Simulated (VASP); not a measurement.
# CdSe (P6_3mc) in VASP: a series of runs

CdSe is run at these levels: PBE; tasks: single point.

All numbers are computed with VASP 6.6.1; they aren't measurements. Logs are shortened: lines on timing, memory, paths and dates and some standing lists are left out, and cuts for length are marked.

## Step 1: The cell of the first run

Symmetry: P6_3mc, No. 186, hexagonal system. The conventional cell has a = 4.254 Å, b = 4.254 Å, c = 6.935 Å, α = 90.00°, β = 90.00°, γ = 120.00°. Within 3.4 Å of Cd (site symmetry 3m) lie 4 Se at 2.60 to 2.61 Å. Se (site symmetry 3m) has 4 Cd at 2.60 to 2.61 Å within 3.4 Å.

## Step 2: Single point, PBE (strain -2.0%)

INCAR

```
SYSTEM = CdSe
PREC = Accurate ; ENCUT = 520
EDIFF = 1E-6 ; ISMEAR = -1
SIGMA = 0.02 ; LREAL = .False.
LASPH = .True. ; NELM = 60
ALGO = Normal ; ISIF = 2
LWAVE = .False. ; LCHARG = .True.
GGA = PE ; LELF = .True.
LVHAR = .True. ; NBANDS = 26
```

KPOINTS

```
Automatic mesh
0
Gamma
  12 12 4
  0 0 0
```

POSCAR

```
CdSe
1.0
    4.2539091927      0.0000000000      0.0000000000
   -2.1269545964      3.6839934263      0.0000000000
    0.0000000000      0.0000000000      6.9351130596
Cd Se
2 2
Direct
    0.3333333333      0.6666666667     -0.0004018102
    0.6666666667      0.3333333333      0.4995981898
    0.3333333333      0.6666666667      0.3754018102
    0.6666666667      0.3333333333      0.8754018102
```

Potentials or basis: VASP PAW PBE potentials, release 64 (Cd, Se).

The run is started by

```
> cat potpaw_PBE.64/Cd/POTCAR potpaw_PBE.64/Se/POTCAR > POTCAR
> mpirun -np 1 vasp_std > vasp.out
```

OUTCAR:

```text
SYSTEM = CdSe
   PREC = Accurate
   ENCUT = 520
   EDIFF = 1E-6
   ISMEAR = -1
   LREAL = .False.
   LASPH = .True.
   NELM = 60
   ISIF = 2
   GGA = PE

 ion  position               nearest neighbor table
   1  0.333  0.667  1.000-   4 2.60   4 2.60   4 2.60   3 2.61
   2  0.667  0.333  0.500-   3 2.60   3 2.60   3 2.60   4 2.61
   3  0.333  0.667  0.375-   2 2.60   2 2.60   2 2.60   1 2.61
   4  0.667  0.333  0.875-   1 2.60   1 2.60   1 2.60   2 2.61

  LATTYP: Found a hexagonal cell.
 ALAT       =     4.2539091927
 C/A-ratio  =     1.6302917494

  Lattice vectors:

 A1 = (   4.2539091927,   0.0000000000,   0.0000000000)
 A2 = (  -2.1269545964,   3.6839934263,   0.0000000000)
 A3 = (   0.0000000000,   0.0000000000,   6.9351130596)

Analysis of symmetry for initial positions (statically):
=====================================================================
 Subroutine PRICEL returns:
 Original cell was already a primitive cell.

 Routine SETGRP: Setting up the symmetry group for a
 hexagonal supercell.

 Subroutine GETGRP returns: Found 12 space group operations
 (whereof  6 operations were pure point group operations)
 out of a pool of 24 trial point group operations.

The static configuration has the point symmetry C_3v.
 The point group associated with its full space group is C_6v.

Analysis of symmetry for dynamics (positions and initial velocities):
=====================================================================
 Subroutine PRICEL returns:
 Original cell was already a primitive cell.

 Routine SETGRP: Setting up the symmetry group for a
 hexagonal supercell.

 Subroutine GETGRP returns: Found 12 space group operations
 (whereof  6 operations were pure point group operations)
 out of a pool of 24 trial point group operations.

The dynamic configuration has the point symmetry C_3v.
 The point group associated with its full space group is C_6v.

 Subroutine INISYM returns: Found 12 space group operations
 (whereof  6 operations are pure point group operations),
 and found     1 'primitive' translations

----------------------------------------------------------------------------------------

                                     Primitive cell

  volume of cell :     108.6827

  direct lattice vectors                    reciprocal lattice vectors
     4.253909193  0.000000000  0.000000000     0.235077891  0.135722283  0.000000000
    -2.126954596  3.683993426  0.000000000     0.000000000  0.271444567  0.000000000
     0.000000000  0.000000000  6.935113060     0.000000000  0.000000000  0.144193756

  length of vectors
     4.253909193  4.253909193  6.935113060     0.271444567  0.271444567  0.144193756

  position of ions in fractional coordinates (direct lattice)
     0.333333333  0.666666667  0.999598190
     0.666666667  0.333333333  0.499598190
     0.333333333  0.666666667  0.375401810
     0.666666667  0.333333333  0.875401810

  ion indices of the primitive-cell ions
   primitive index   ion index
                 1           1
                 2           2
                 3           3
                 4           4

----------------------------------------------------------------------------------------

 KPOINTS: Automatic mesh

Automatic generation of k-mesh.
 Grid dimensions read from file:
 generate k-points for:   12   12    4

 Generating k-lattice:

  Cartesian coordinates                     Fractional coordinates (reciprocal lattice)
     0.019589824  0.011310190  0.000000000     0.083333333  0.000000000  0.000000000
     0.000000000  0.022620381  0.000000000     0.000000000  0.083333333  0.000000000
     0.000000000  0.000000000  0.036048439     0.000000000  0.000000000  0.250000000

  Length of vectors
     0.022620381  0.022620381  0.036048439

  Shift w.r.t. Gamma in fractional coordinates (k-lattice)
     0.000000000  0.000000000  0.000000000

 Subroutine IBZKPT returns following result:
 ===========================================

 Found     57 irreducible k-points:

 Following reciprocal coordinates:
            Coordinates               Weight
  0.000000  0.000000  0.000000      1.000000
  0.083333  0.000000  0.000000      6.000000
  0.166667  0.000000  0.000000      6.000000
  0.250000  0.000000  0.000000      6.000000
  0.333333  0.000000  0.000000      6.000000
  0.416667  0.000000  0.000000      6.000000
[... 16 lines left out ...]
  0.250000  0.000000  0.250000     12.000000
  0.333333  0.000000  0.250000     12.000000
 [... further k-points ...]
   k-points           NKPTS =     57   k-points in BZ     NKDIM =     57   number of bands    NBANDS=     26
   number of dos      NEDOS =    301   number of ions     NIONS =      4
   total plane-waves  NPLWV =  55296
   dimension x,y,z NGX =    32 NGY =   32 NGZ =   54
   dimension x,y,z NGXF=    64 NGYF=   64 NGZF=  108
   ions per type =               2   2
   NGX,Y,Z   is equivalent  to a cutoff of  12.51, 12.51, 12.94 a.u.
   NGXF,Y,Z  is equivalent  to a cutoff of  25.01, 25.01, 25.89 a.u.
 SYSTEM =  CdSe
   PREC   = accura    normal or accurate (medium, high low for compatibility)
   ISTART =      0    job   : 0-new  1-cont  2-samecut
   ICHARG =      2    charge: 1-file 2-atom 10-const
   ISPIN  =      1    spin polarized calculation?
   LNONCOLLINEAR =      F non collinear calculations
   LSORBIT =      F    spin-orbit coupling
   LASPH  =      T    aspherical Exc in radial PAW
   ENCUT  =  520.0 eV  38.22 Ry    6.18 a.u.   7.91  7.91 12.89*2*pi/ulx,y,z
   NELM   =     60;   NELMIN=  2; NELMDL= -5     # of ELM steps
   EDIFF  = 0.1E-05   stopping-criterion for ELM
   LREAL  =      F    real-space projection
   EDIFFG = 0.1E-04   stopping-criterion for IOM
   NSW    =      0    number of steps for IOM
   IBRION =     -1    ionic relax: 0-MD 1-quasi-New 2-CG
   NFREE  =      0    steps in history (QN), initial steepest desc. (CG)
   ISIF   =      2    stress and relaxation
   ISYM   =      2    0-nonsym 1-usesym 2-fastsym
   POTIM  = 0.5000    time-step for ionic-motion
   TEBEG  =    0.0;   TEEND  =   0.0 temperature during run
   PSTRESS=    0.0 pullay stress
   NELECT =      36.0000    total number of electrons
   NUPDOWN=      -1.0000    fix difference up-down
   EMIN   =  10.00;   EMAX   =-10.00  energy-range for DOS
   EFERMI =   0.00;   METHOD = LEGACY
   ISMEAR =    -1;   SIGMA  =   0.02  broadening in eV -4-tet -1-fermi 0-gaus
   EFERMI_NEDOS =   21; number of points for ismear=-14 and -15
   IALGO  =     38    algorithm
   IMIX   =      4    mixing-type and parameters
     AMIX     =   0.40;   BMIX     =  1.00
     AMIX_MAG =   1.60;   BMIX_MAG =  1.00
  volume/ion in A,a.u.               =      27.17       183.36
  Fermi-wavevector in a.u.,A,eV,Ry     =   1.132719  2.140528 17.456982  1.283052
  Thomas-Fermi vector in A             =   2.269420
   LORBIT       =      0    0 simple, 1 ext, 2 COOP (PROOUT), +10 PAW based schemes
   GGA     = PE    functional components
   LHFCALC =     F    Hartree Fock is set to
   AEXX    =    0.0000 exact exchange contribution
   IVDW    =     0    specifies the selected vdW correction
   LEPSILON=     F    determine dielectric tensor
   LRPA    =     F    only Hartree local field effects (RPA)
 non-spin polarized calculation
  energy-cutoff  :      520.00
  volume of cell :      108.68
 maximum number of plane-waves:      2952
 NGX is ok and might be reduce to    32
   NGX = 15   NGY = 15   NGZ = 25

 number of electron      35.9999998 magnetization

 Free energy of the ion-electron system (eV)
  ---------------------------------------------------
  ext. energy  EPLUGINS =         0.00000000
  ---------------------------------------------------
  free energy    TOTEN  =       -10.82662055 eV

  energy without entropy =      -10.82662055  energy(sigma->0) =      -10.82662055

 E-fermi :   1.6182     XC(G=0):  -9.0387

 val. band max:        1.2270957850   @ k =   0.0000   0.0000   0.0000
 cond. band min:       1.9721778836   @ k =   0.0000   0.0000   0.0000
 fundamental gap:      0.7450820986
 Fermi energy:         1.6181728508

 k-point     1 :       0.0000    0.0000    0.0000
  band No.  band energies     occupation
      1     -11.5753      2.00000
      2     -11.1652      2.00000
      3      -6.8230      2.00000
      4      -6.8154      2.00000
      5      -6.8154      2.00000
      6      -6.7405      2.00000
[... 18 lines left out ...]
     25       8.2845      0.00000
     26       9.0829      0.00000

 k-point     2 :       0.0833    0.0000    0.0000
  band No.  band energies     occupation
      1     -11.5518      2.00000
      2     -11.1543      2.00000
      3      -6.8165      2.00000
      4      -6.8066      2.00000
      5      -6.7979      2.00000
      6      -6.7305      2.00000
[... 18 lines left out ...]
     25       8.4596      0.00000
     26       8.9289      0.00000

 k-point     3 :       0.1667    0.0000    0.0000
  band No.  band energies     occupation
      1     -11.4859      2.00000
      2     -11.1254      2.00000
      3      -6.7951      2.00000
      4      -6.7838      2.00000
      5      -6.7492      2.00000
      6      -6.6987      2.00000
[... 18 lines left out ...]
     25       8.5752      0.00000
     26       8.9420      0.00000

 k-point     4 :       0.2500    0.0000    0.0000
  band No.  band energies     occupation
      1     -11.3919      2.00000
      2     -11.0890      2.00000
      3      -6.7688      2.00000
      4      -6.7564      2.00000
      5      -6.6792      2.00000
      6      -6.6502      2.00000
[... 18 lines left out ...]
     25       8.7446      0.00000
     26       9.2597      0.00000
[... 496 lines left out ...]
      1     -11.4318      2.00000
      2     -11.1763      2.00000
      3      -6.7779      2.00000
      4      -6.7728      2.00000
      5      -6.7307      2.00000
      6      -6.7104      2.00000
[... 18 lines left out ...]
     25       8.6205      0.00000
     26       8.6468      0.00000

 k-point    23 :       0.2500    0.0000    0.2500
  band No.  band energies     occupation
      1     -11.3453      2.00000
      2     -11.1305      2.00000
      3      -6.7562      2.00000
      4      -6.7418      2.00000
      5      -6.6884      2.00000
      6      -6.6666      2.00000
[... 18 lines left out ...]
     25       8.7257      0.00000
     26       9.2719      0.00000

 k-point    24 :       0.3333    0.0000    0.2500
  band No.  band energies     occupation
      1     -11.2536      2.00000
      2     -11.0889      2.00000
      3      -6.7406      2.00000
      4      -6.7154      2.00000
      5      -6.6513      2.00000
      6      -6.6239      2.00000
[... 18 lines left out ...]
     25       8.8534      0.00000
     26       9.9636      0.00000

 [... further k-points ...]

------------------------ aborting loop because EDIFF is reached ----------------------------------------

  FORCE on cell =-STRESS in cart. coord.  units (eV):
  Direction    XX          YY          ZZ          XY          YZ          ZX
  --------------------------------------------------------------------------------------
  -------------------------------------------------------------------------------------
  Total        3.6190708      3.6190708      3.7118120     -0.0000000      0.0000000      0.0000000
  in kB       53.3515519     53.3515519     54.7187214     -0.0000000      0.0000000      0.0000000
  external PRESSURE =      53.8072751 kB  Pullay stress =       0.0000000 kB

 VOLUME and BASIS-vectors are now :
 -----------------------------------------------------------------------------
  energy-cutoff  :      520.00
  volume of cell :      108.68
      direct lattice vectors                 reciprocal lattice vectors
     4.253909193  0.000000000  0.000000000     0.235077891  0.135722283  0.000000000
    -2.126954596  3.683993426  0.000000000     0.000000000  0.271444567  0.000000000
     0.000000000  0.000000000  6.935113060     0.000000000  0.000000000  0.144193756

 POSITION                                       TOTAL-FORCE (eV/Angst)
 -----------------------------------------------------------------------------------
     -0.00000      2.45600      6.93233        -0.000000      0.000000      0.001167
      2.12695      1.22800      3.46477         0.000000      0.000000      0.001167
     -0.00000      2.45600      2.60345         0.000000     -0.000000     -0.001167
      2.12695      1.22800      6.07101        -0.000000     -0.000000     -0.001167
 -----------------------------------------------------------------------------------
    total drift:                               -0.000000     -0.000000      0.000017

  FREE ENERGIE OF THE ION-ELECTRON SYSTEM (eV)
  ---------------------------------------------------
  free  energy   TOTEN  =       -10.8266205476 eV

  energy  without entropy=      -10.8266205475  energy(sigma->0) =      -10.82662055
```

It took 47 s on 1 thread of Intel Xeon 6975P-C (Granite Rapids), shared host; peak memory 0.31 GiB.

Results:

* Free energy: -10.8266 eV
* Pressure: 5.4 GPa
* Band gap on the k mesh: 0.75 eV

Caveat: the cell differs from its parent crystal (strain -2.0%); the cell stands under pressure.

## Step 3: Single point, PBE (strain -0.5%)

INCAR

```
SYSTEM = CdSe
ALGO = Normal ; EDIFF = 1E-7
ENCUT = 520 ; GGA = PE
ISIF = 2 ; ISMEAR = -1
LASPH = .True. ; LCHARG = .False.
LREAL = .False. ; LWAVE = .False.
NBANDS = 26 ; NELM = 60
PREC = Accurate ; SIGMA = 0.02
```

KPOINTS

```
k-points
0
Gamma
  12 12 4
  0 0 0
```

POSCAR

```
CdSe
1.0
    4.3190200477      0.0000000000      0.0000000000
   -2.1595100239      3.7403810808      0.0000000000
    0.0000000000      0.0000000000      7.0412627492
Cd Se
2 2
Direct
    0.3333333333      0.6666666667     -0.0004760039
    0.6666666667      0.3333333333      0.4995239961
    0.3333333333      0.6666666667      0.3754760039
    0.6666666667      0.3333333333      0.8754760039
```

Potentials or basis: VASP PAW PBE potentials, release 64 (Cd, Se).

The run is started by

```
> cat potpaw_PBE.64/Cd/POTCAR potpaw_PBE.64/Se/POTCAR > POTCAR
> mpirun -np 1 vasp_std > vasp.out
```

Wall time 55 s (1 thread of Intel Xeon 6975P-C (Granite Rapids), shared host); peak memory 0.32 GiB.

The run converged. Its results:

- Free energy: -10.9505 eV
- Pressure: 2.6 GPa
- Band gap on the k mesh: 0.64 eV

Forces in eV/Å, atoms in the order of the input:
```
Cd   0.000  0.000  0.003
Cd   0.000  0.000  0.003
Se   0.000  0.000 -0.003
Se   0.000  0.000 -0.003
```

Stress tensor (GPa, compression positive):
```
2.53 0.00 0.00
0.00 2.53 0.00
0.00 0.00 2.61
```

Levels at points of the mesh, in eV from the valence-band top:
| k point | band 15 | band 16 | band 17 | band 18 | band 19 | band 20 | band 21 | band 22 |
| --- | --- | --- | --- | --- | --- | --- | --- | --- |
| (0.00, 0.00, 0.00) | -0.75 | -0.04 | 0.00 | 0.00 | 0.64 | 2.19 | 5.86 | 5.86 |
| (0.50, 0.00, 0.00) | -2.61 | -1.82 | -1.31 | -0.74 | 3.20 | 3.33 | 4.78 | 6.11 |
| (0.00, 0.00, 0.50) | -0.39 | -0.39 | -0.39 | -0.39 | 2.35 | 2.35 | 5.84 | 5.84 |
| (0.50, 0.00, 0.50) | -1.34 | -1.34 | -1.32 | -1.32 | 2.93 | 2.93 | 4.85 | 4.85 |

Caveat: the cell differs from its parent crystal (strain -0.5%).

## Step 4: Single point, PBE

This run uses another cell than the first one, of 28.87 Å³/atom.

INCAR

```
PREC = Accurate
ENCUT = 520
EDIFF = 1E-6
ISMEAR = -1
SIGMA = 0.02
LREAL = F
LASPH = T
NELM = 100
ALGO = Normal
ISIF = 2
LWAVE = F
LCHARG = F
GGA = PE
NBANDS = 26
```

KPOINTS

```
Automatic mesh
0
Gamma
  12 12 4
```

POSCAR

```
CdSe
1.0
    4.3407236660      0.0000000000      0.0000000000
   -2.1703618330      3.7591769656      0.0000000000
    0.0000000000      0.0000000000      7.0766459791
Cd Se
2 2
Direct
    0.3333333333      0.6666666667     -0.0004760039
    0.6666666667      0.3333333333      0.4995239961
    0.3333333333      0.6666666667      0.3754760039
    0.6666666667      0.3333333333      0.8754760039
```

The run is started by

```
> cat potpaw_PBE.64/Cd/POTCAR potpaw_PBE.64/Se/POTCAR > POTCAR
> mpirun -np 1 vasp_std > vasp.out
```

Wall time 48 s (1 thread of Intel Xeon 6975P-C (Granite Rapids), shared host); peak memory 0.32 GiB.

The run converged. Its results:

```
Free energy            : -10.9736 eV
Pressure               : 1.7 GPa
Band gap on the k mesh : 0.61 eV
```

Levels at points of the mesh, in eV from the valence-band top:
| k point | band 15 | band 16 | band 17 | band 18 | band 19 | band 20 | band 21 | band 22 |
| --- | --- | --- | --- | --- | --- | --- | --- | --- |
| (0.00, 0.00, 0.00) | -0.73 | -0.04 | 0.00 | 0.00 | 0.61 | 2.17 | 5.86 | 5.86 |
| (0.50, 0.00, 0.00) | -2.55 | -1.77 | -1.27 | -0.72 | 3.16 | 3.33 | 4.78 | 6.06 |
| (0.00, 0.00, 0.50) | -0.38 | -0.38 | -0.38 | -0.38 | 2.32 | 2.32 | 5.82 | 5.82 |
| (0.50, 0.00, 0.50) | -1.30 | -1.30 | -1.29 | -1.29 | 2.92 | 2.92 | 4.84 | 4.84 |

## Step 5: Summary

```tsv
cell	gap on the mesh (eV)	pressure (GPa)
a = 4.254, b = 4.254, c = 6.935 Å, angles 90.0, 90.0, 120.0°, 4 atoms	0.75	5.4
a = 4.319, b = 4.319, c = 7.041 Å, angles 90.0, 90.0, 120.0°, 4 atoms	0.64	2.6
a = 4.341, b = 4.341, c = 7.077 Å, angles 90.0, 90.0, 120.0°, 4 atoms	0.61	1.7
```

Alike in all rows: task single point; level PBE; potentials or basis VASP PAW PBE potentials, release 64 (Cd, Se); no spin polarisation; k mesh 12 × 12 × 4; cutoff (eV) 520; smearing fermi-dirac 0.02 eV.

Caveats: the cell stands under pressure (at least some runs).

Absolute energies hang on the potentials; compare differences alone.
